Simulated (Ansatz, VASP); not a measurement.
InP in VASP and in Ansatz

File POSCAR:

```
InP
1.0
    0.0000000000      2.9537876506      2.9537876506
    2.9537876506      0.0000000000      2.9537876506
    2.9537876506      2.9537876506      0.0000000000
In P
1 1
Direct
    0.0000000000      0.0000000000      0.0000000000
    0.2500000000      0.2500000000      0.2500000000
```

Contents of INCAR.step1:

```
PREC = Accurate
ENCUT = 520
ISMEAR = 0
SIGMA = 0.01
LREAL = False
LASPH = True
NELM = 80
NBANDS = 16
GGA = PE
ALGO = Normal
EDIFF = 1E-4
LWAVE = True
LCHARG = False
```

INCAR.step2

```
PREC = Accurate
ENCUT = 520
EDIFF = 1E-6
ISMEAR = 0
SIGMA = 0.01
LREAL = False
LASPH = True
NELM = 80
ALGO = Normal
ISIF = 2
LWAVE = False
LCHARG = True
METAGGA = R2SCAN
LMIXTAU = True
LELF = True
LVHAR = True
NBANDS = 16
ISTART = 1
```

Contents of KPOINTS:

```
regular mesh
0
Gamma
  8 8 8
```

Input for Ansatz:

```yaml
crystal:
  lattice:
    - [0.0, 2.9537876506, 2.9537876506]
    - [2.9537876506, 0.0, 2.9537876506]
    - [2.9537876506, 2.9537876506, 0.0]
  atoms:
    - { symbol: In, position: [0.0, 0.0, 0.0] }
    - { symbol: P, position: [0.25, 0.25, 0.25] }
kpoints:
  mp_grid: { grid: [8, 8, 8] }
  band_path:
    path:
      - [0.0, 0.0, 0.0]
      - [-0.5, -0.5, 0.0]
      - [-0.375, -0.375, 0.25]
      - [-0.375, 0.0, 0.375]
      - [0.0, 0.0, 0.5]
      - [-0.5, -0.25, 0.25]
    npoints: 1
hamiltonian:
  xc: r2scan
scf:
  occupations: { method: fixed }
  n_extra_bands: 4
output:
  forces: true
  stress: true
  eigenvalues: true
```

Alike in both runs: task single point; functional r2SCAN; k mesh 8 × 8 × 8; no spin polarisation.

|  | VASP | Ansatz |
| --- | --- | --- |
| version | VASP 6.6.1 | Ansatz 0.2.0 |
| potentials or method | VASP PAW PBE potentials, release 64 (In_d, P) | plane waves, PAW |
| plane-wave cutoff (eV) | 520 | 500 |
| occupations | gaussian, width 0.01 eV | fixed |
| valence electrons in the cell | 18 | 18 |

Ansatz gave:

- gap on the k mesh at the Fermi level (eV): 1.03
- pressure (GPa): 0.0

Q: Estimate VASP's values.

A: gap on the k mesh at the Fermi level (eV): 1.03; pressure (GPa): -0.1.

VASP's potentials were made for PBE, not for r2SCAN.
